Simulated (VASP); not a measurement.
# PtSe2 in VASP: further runs, part 2 of 2

VASP 6.6.1. Earlier steps stand in the parts before.

## (3) Single point, PBE+D3(BJ) (biaxial strain +0.070, then relaxed in part)

File INCAR:

```
SYSTEM = PtSe2
PREC = Accurate ; ENCUT = 520
EDIFF = 1E-6 ; ISMEAR = 0
SIGMA = 0.02 ; LREAL = .False.
LASPH = .True. ; NELM = 100
ALGO = Normal ; ISIF = 2
LWAVE = .False. ; LCHARG = .False.
LDIPOL = .True. ; IDIPOL = 3
DIPOL = 0.5 0.5 0.500 ; GGA = PE
IVDW = 12 ; NBANDS = 18
```

File KPOINTS:

```
regular mesh
0
Gamma
  12 12 1
  0 0 0
```

File POSCAR:

```
PtSe2
1.0
    3.9663467645      0.0000000000      0.0000000000
   -1.9831733823      3.4349570583      0.0000000000
    0.0000000000      0.0000000000     31.1216233429
Se Pt
2 1
Direct
    0.6666666667      0.3333333333      0.4619051570
    0.3333333333      0.6666666667      0.5380948430
    0.0000000000      0.0000000000      0.5000000000
```

Potentials or basis: VASP PAW PBE potentials, release 64 (Se, Pt).

The run is started by

```console
$ cat potpaw_PBE.64/Se/POTCAR potpaw_PBE.64/Pt/POTCAR > POTCAR
$ mpirun -np 1 vasp_std > vasp.out
```

OUTCAR:

```text
SYSTEM = PtSe2
   PREC = Accurate
   ENCUT = 520
   EDIFF = 1E-6
   ISMEAR = 0
   LREAL = .False.
   LASPH = .True.
   NELM = 100
   ISIF = 2
   GGA = PE
   IVDW = 12
 IVDW          = 12

 ion  position               nearest neighbor table
   1  0.667  0.333  0.462-   3 2.58   3 2.58   3 2.58
   2  0.333  0.667  0.538-   3 2.58   3 2.58   3 2.58
   3  0.000  0.000  0.500-   1 2.58   2 2.58   1 2.58   2 2.58   1 2.58   2 2.58

  LATTYP: Found a hexagonal cell.
 ALAT       =     3.9663467645
 C/A-ratio  =     7.8464201924

  Lattice vectors:

 A1 = (   3.9663467645,   0.0000000000,   0.0000000000)
 A2 = (  -1.9831733823,   3.4349570583,   0.0000000000)
 A3 = (   0.0000000000,   0.0000000000,  31.1216233429)

Analysis of symmetry for initial positions (statically):
=====================================================================
 Subroutine PRICEL returns:
 Original cell was already a primitive cell.

 Routine SETGRP: Setting up the symmetry group for a
 hexagonal supercell.

 Subroutine GETGRP returns: Found 12 space group operations
 (whereof 12 operations were pure point group operations)
 out of a pool of 24 trial point group operations.

The static configuration has the point symmetry D_3d.

[... 169 lines left out ...]
  band No.  band energies     occupation
      1     -17.8989      2.00000
      2     -15.9667      2.00000
      3      -9.1991      2.00000
      4      -9.1991      2.00000
      5      -8.5510      2.00000
      6      -6.7833      2.00000
[... 376 lines left out ...]
      5      -8.6309      2.00000
      6      -7.3549      2.00000
[... 10 lines left out ...]
     17       3.9829      0.00000
     18       4.2113      0.00000

------------------------ aborting loop because EDIFF is reached ----------------------------------------

 vacuum level on the upper side and lower side of the slab       (xc-potential included)        -0.007        -0.007

 Edisp (eV)   -0.79361

 E8    (eV) :    -0.3649

  FORCE on cell =-STRESS in cart. coord.  units (eV):
  Direction    XX          YY          ZZ          XY          YZ          ZX
  --------------------------------------------------------------------------------------
  -------------------------------------------------------------------------------------
  Total      -4.51904    -4.51904    -0.02426     0.00000    -0.00000     0.00000
  in kB     -17.07587   -17.07587    -0.09167     0.00000    -0.00000     0.00000
  external pressure =      -11.41 kB  Pullay stress =        0.00 kB

 VOLUME and BASIS-vectors are now :
 -----------------------------------------------------------------------------
  energy-cutoff  :      520.00
  volume of cell :      424.01
      direct lattice vectors                 reciprocal lattice vectors
     3.966346764  0.000000000  0.000000000     0.252121173  0.145562227  0.000000000
    -1.983173382  3.434957058  0.000000000     0.000000000  0.291124455  0.000000000
     0.000000000  0.000000000 31.121623343     0.000000000  0.000000000  0.032132000

 POSITION                                       TOTAL-FORCE (eV/Angst)
 -----------------------------------------------------------------------------------
      1.98317      1.14499     14.37524         0.000000      0.000000      0.004007
     -0.00000      2.28997     16.74639        -0.000000      0.000000     -0.004007
      0.00000      0.00000     15.56081         0.000000      0.000000     -0.000000
 -----------------------------------------------------------------------------------
    total drift:                                0.000000     -0.000000     -0.000000

  FREE ENERGIE OF THE ION-ELECTRON SYSTEM (eV)
  ---------------------------------------------------
  free  energy   TOTEN  =       -14.8719999432 eV

  energy  without entropy=      -14.8719999432  energy(sigma->0) =      -14.87199994

 vacuum level on the upper side and lower side of the slab         1.596         1.596
```

OSZICAR:

```text
N       E                     dE             d eps       ncg     rms          rms(c)
DAV:   1     0.174819456906E+03    0.17482E+03   -0.63605E+03   684   0.831E+02
DAV:   2     0.778592080003E+01   -0.16703E+03   -0.15711E+03  1160   0.142E+02
DAV:   3    -0.145637486876E+02   -0.22350E+02   -0.22117E+02   882   0.675E+01
[... 12 lines left out ...]
DAV:  16    -0.140783837331E+02   -0.15650E-04   -0.11556E-06   674   0.295E-03    0.630E-04
DAV:  17    -0.140783891945E+02   -0.54613E-05   -0.28563E-07   736   0.213E-03    0.518E-04
DAV:  18    -0.140783917898E+02   -0.25953E-05   -0.39416E-08   726   0.998E-04    0.138E-04
DAV:  19    -0.140783938164E+02   -0.20266E-05   -0.29648E-08   724   0.434E-04    0.116E-04
DAV:  20    -0.140783945454E+02   -0.72892E-06   -0.13540E-08   724   0.359E-04
   1 F= -.14872000E+02 E0= -.14872000E+02  d E =-.887355E-18
```

stdout:

```text
POSCAR found type information on POSCAR SePt
 POSCAR found :  2 types and       3 ions
 scaLAPACK will be used
 LDA part: xc-table for (Slater+PW92), standard interpolation
 POSCAR, INCAR and KPOINTS ok, starting setup
 FFT: planning ... GRIDC
 FFT: planning ... GRID_SOFT
 FFT: planning ... GRID
 WAVECAR not read
 entering main loop
```

Wall time 2 min (1 thread of Intel Xeon 6975P-C (Granite Rapids), shared host); peak memory 0.58 GiB.

What came out:

```
Free energy                : -14.8720 eV
Largest force              : 0.004 eV/Å
Band gap on the k mesh     : 0.93 eV, indirect (least direct gap 0.96 eV)
Dispersion energy per atom : -0.265 eV
```

Forces in eV/Å, atoms in the order of the input:
```
Se   0.000  0.000  0.004
Se   0.000  0.000 -0.004
Pt   0.000  0.000  0.000
```

Levels at points of the mesh, in eV from the valence-band top:
```tsv
k point	band 7	band 8	band 9	band 10	band 11	band 12	band 13	band 14	band 15	band 16
(0.00, 0.00, 0.00)	-2.81	-1.13	-0.59	-0.54	-0.54	2.38	2.38	3.97	5.03	5.32
(0.50, 0.00, 0.00)	-2.55	-2.47	-2.44	-1.97	-1.13	1.67	2.33	4.49	6.02	7.51
```

Caveat: the cell differs from its parent crystal (biaxial strain +0.070, then relaxed in part); spin-orbit coupling is left out, which moves the levels of the heavy elements.

## (4) Single point, r2SCAN

This run uses another cell than the first one, of 123.45 Å³/atom, 0.925 times its volume.

File POSCAR:

```
PtSe2
1.0
    3.7068661351      0.0000000000      0.0000000000
   -1.8534330675      3.2102402414      0.0000000000
    0.0000000000      0.0000000000     31.1216233429
Se Pt
2 1
Direct
    0.6666666667      0.3333333333      0.4574342816
    0.3333333333      0.6666666667      0.5425657184
    0.0000000000      0.0000000000      0.5000000000
```

File INCAR.step1:

```
SYSTEM = PtSe2
PREC     = Accurate       ! precision mode
ENCUT    = 520            ! plane-wave cutoff, eV
ISMEAR   = 0              ! smearing method
SIGMA    = 0.02           ! smearing width, eV
LREAL    = .FALSE.        ! projectors in reciprocal space
LASPH    = .TRUE.         ! aspherical terms in the spheres
NELM     = 80             ! most SCF steps
LDIPOL   = .TRUE.       
IDIPOL   = 3            
DIPOL    = 0.5 0.5 0.500
NBANDS   = 18             ! bands
GGA      = PE             ! functional
ALGO     = Normal         ! electronic algorithm
EDIFF    = 1E-4           ! SCF threshold, eV
LWAVE    = .TRUE.         ! write WAVECAR
LCHARG   = .FALSE.        ! write CHGCAR
```

File INCAR.step2:

```
SYSTEM = PtSe2
PREC     = Accurate       ! precision mode
ENCUT    = 520            ! plane-wave cutoff, eV
EDIFF    = 1E-6           ! SCF threshold, eV
ISMEAR   = 0              ! smearing method
SIGMA    = 0.02           ! smearing width, eV
LREAL    = .FALSE.        ! projectors in reciprocal space
LASPH    = .TRUE.         ! aspherical terms in the spheres
NELM     = 80             ! most SCF steps
ALGO     = Normal         ! electronic algorithm
ISIF     = 2              ! what is computed and relaxed
LWAVE    = .FALSE.        ! write WAVECAR
LCHARG   = .FALSE.        ! write CHGCAR
LDIPOL   = .TRUE.       
IDIPOL   = 3            
DIPOL    = 0.5 0.5 0.500
METAGGA  = R2SCAN         ! meta-GGA
LMIXTAU  = .TRUE.       
NBANDS   = 18             ! bands
ISTART   = 1
```

File KPOINTS:

```
regular mesh
0
G
  12 12 1
  0 0 0
```

Potentials or basis: VASP PAW PBE potentials, release 64 (Se, Pt).

The run is started by

```console
$ cat potpaw_PBE.64/Se/POTCAR potpaw_PBE.64/Pt/POTCAR > POTCAR
$ cp INCAR.step1 INCAR
$ mpirun -np 1 vasp_std > vasp.out
$ cp INCAR.step2 INCAR
$ mpirun -np 1 vasp_std > vasp.out
```

OUTCAR:

```text
SYSTEM = PtSe2
   PREC = Accurate
   ENCUT = 520
   EDIFF = 1E-6
   ISMEAR = 0
   LREAL = .FALSE.
   LASPH = .TRUE.
   NELM = 80
   ISIF = 2
   METAGGA = R2SCAN
   ISTART = 1

 ion  position               nearest neighbor table
   1  0.667  0.333  0.457-   3 2.52   3 2.52   3 2.52
   2  0.333  0.667  0.543-   3 2.52   3 2.52   3 2.52
   3  0.000  0.000  0.500-   1 2.52   2 2.52   2 2.52   1 2.52   1 2.52   2 2.52

  LATTYP: Found a hexagonal cell.
 ALAT       =     3.7068661351
 C/A-ratio  =     8.3956696057

  Lattice vectors:

 A1 = (   3.7068661351,   0.0000000000,   0.0000000000)
 A2 = (  -1.8534330675,   3.2102402414,   0.0000000000)
 A3 = (   0.0000000000,   0.0000000000,  31.1216233429)

Analysis of symmetry for initial positions (statically):
=====================================================================
 Subroutine PRICEL returns:
 Original cell was already a primitive cell.

 Routine SETGRP: Setting up the symmetry group for a
 hexagonal supercell.

 Subroutine GETGRP returns: Found 12 space group operations
 (whereof 12 operations were pure point group operations)
 out of a pool of 24 trial point group operations.
[... 168 lines left out ...]
 fundamental gap:      1.5874007154
 Fermi energy:        -4.0182061227

 k-point     1 :       0.0000    0.0000    0.0000
  band No.  band energies     occupation
      1     -18.6895      2.00000
      2     -16.8465      2.00000
      3      -9.4564      2.00000
      4      -9.3955      2.00000
      5      -9.3955      2.00000
      6      -7.1428      2.00000
[... 376 lines left out ...]
      5      -9.1856      2.00000
      6      -7.7089      2.00000
[... 10 lines left out ...]
     17       5.4154      0.00000
     18       5.5831      0.00000

------------------------ aborting loop because EDIFF is reached ----------------------------------------

 vacuum level on the upper side and lower side of the slab       (xc-potential included)         0.002         0.002

  FORCE on cell =-STRESS in cart. coord.  units (eV):
  Direction    XX          YY          ZZ          XY          YZ          ZX
  --------------------------------------------------------------------------------------
  -------------------------------------------------------------------------------------
  Total       -0.2673115     -0.2673115     -0.2699042     -0.0000000      0.0000000     -0.0000000
  in kB       -1.1564360     -1.1564360     -1.1676521     -0.0000000      0.0000000     -0.0000000
  external PRESSURE =      -1.1601747 kB  Pullay stress =       0.0000000 kB

 VOLUME and BASIS-vectors are now :
 -----------------------------------------------------------------------------
  energy-cutoff  :      520.00
  volume of cell :      370.35
      direct lattice vectors                 reciprocal lattice vectors
     3.706866135  0.000000000  0.000000000     0.269769655  0.155751583  0.000000000
    -1.853433067  3.210240241  0.000000000     0.000000000  0.311503166  0.000000000
     0.000000000  0.000000000 31.121623343     0.000000000  0.000000000  0.032132000

 POSITION                                       TOTAL-FORCE (eV/Angst)
 -----------------------------------------------------------------------------------
      1.85343      1.07008     14.23610        -0.000000      0.000000      0.097042
     -0.00000      2.14016     16.88553         0.000000     -0.000000     -0.097042
      0.00000      0.00000     15.56081         0.000000      0.000000      0.000000
 -----------------------------------------------------------------------------------
    total drift:                                0.000000     -0.000000      0.000000

  FREE ENERGIE OF THE ION-ELECTRON SYSTEM (eV)
  ---------------------------------------------------
  free  energy   TOTEN  =       -81.4422578631 eV

  energy  without entropy=      -81.4422578631  energy(sigma->0) =      -81.44225786

 vacuum level on the upper side and lower side of the slab         1.819         1.819
```

OSZICAR.step1:

```text
N       E                     dE             d eps       ncg     rms          rms(c)
DAV:   1     0.173351059732E+03    0.17335E+03   -0.66021E+03   684   0.844E+02
DAV:   2     0.531300083956E+01   -0.16804E+03   -0.15770E+03  1138   0.147E+02
DAV:   3    -0.148003347946E+02   -0.20113E+02   -0.19935E+02   878   0.656E+01
DAV:   4    -0.151334203848E+02   -0.33309E+00   -0.33220E+00   892   0.993E+00
DAV:   5    -0.151394733125E+02   -0.60529E-02   -0.60513E-02   938   0.126E+00    0.123E+01
DAV:   6    -0.144943580400E+02    0.64512E+00   -0.46922E+00   774   0.188E+01    0.685E+00
DAV:   7    -0.143474087196E+02    0.14695E+00   -0.14242E+00   774   0.110E+01    0.315E+00
DAV:   8    -0.142904986344E+02    0.56910E-01   -0.11593E-01   872   0.327E+00    0.689E-01
DAV:   9    -0.142874915740E+02    0.30071E-02   -0.28371E-02   920   0.129E+00    0.215E-01
DAV:  10    -0.142876051584E+02   -0.11358E-03   -0.12826E-03   874   0.234E-01    0.210E-01
DAV:  11    -0.142877806551E+02   -0.17550E-03   -0.18570E-04   802   0.115E-01    0.206E-01
DAV:  12    -0.142891808021E+02   -0.14001E-02   -0.41197E-03   846   0.312E-01    0.539E-01
DAV:  13    -0.142879870965E+02    0.11937E-02   -0.15894E-03   786   0.198E-01    0.238E-01
DAV:  14    -0.142878152696E+02    0.17183E-03   -0.20790E-04   814   0.708E-02    0.136E-01
DAV:  15    -0.142877922252E+02    0.23044E-04   -0.22994E-05   518   0.271E-02
   1 F= -.14287792E+02 E0= -.14287792E+02  d E =-.232944E-26
```

Run time: 5.5 min. Hardware: 1 thread of Intel Xeon 6975P-C (Granite Rapids), shared host; peak memory 0.55 GiB.

Results:

```yaml
Free_energy: -81.4423 eV
Largest_force: 0.097 eV/Å
Band_gap_on_the_k_mesh: 1.59 eV, indirect (least direct gap 1.87 eV)
```

Forces in eV/Å, atoms in the order of the input:
```
Se   0.000  0.000  0.097
Se   0.000  0.000 -0.097
Pt   0.000  0.000  0.000
```

Caveat: the PAW data sets were made with another functional, which shifts forces and pressure a little; spin-orbit coupling is left out, which moves the levels of the heavy elements.

## (5) Summary

```tsv
level	cell	gap on the mesh (eV)
PBE+D3(BJ)	a = 3.855, b = 3.855, c = 31.122 Å, angles 90.0, 90.0, 120.0°, 3 atoms	1.18
PBE+D3(BJ)	a = 3.966, b = 3.966, c = 31.122 Å, angles 90.0, 90.0, 120.0°, 3 atoms	0.93
r2SCAN	a = 3.707, b = 3.707, c = 31.122 Å, angles 90.0, 90.0, 120.0°, 3 atoms	1.59
```

Alike in all rows: task single point; potentials or basis VASP PAW PBE potentials, release 64 (Se, Pt); no spin polarisation; k mesh 12 × 12 × 1; cutoff (eV) 520; smearing gaussian 0.02 eV.

Caveats: spin-orbit coupling is left out, which moves the levels of the heavy elements; the PAW data sets were made with another functional, which shifts forces and pressure a little (some runs).

Total energies depend on the potentials used, so only differences within one code and one set of settings carry meaning.
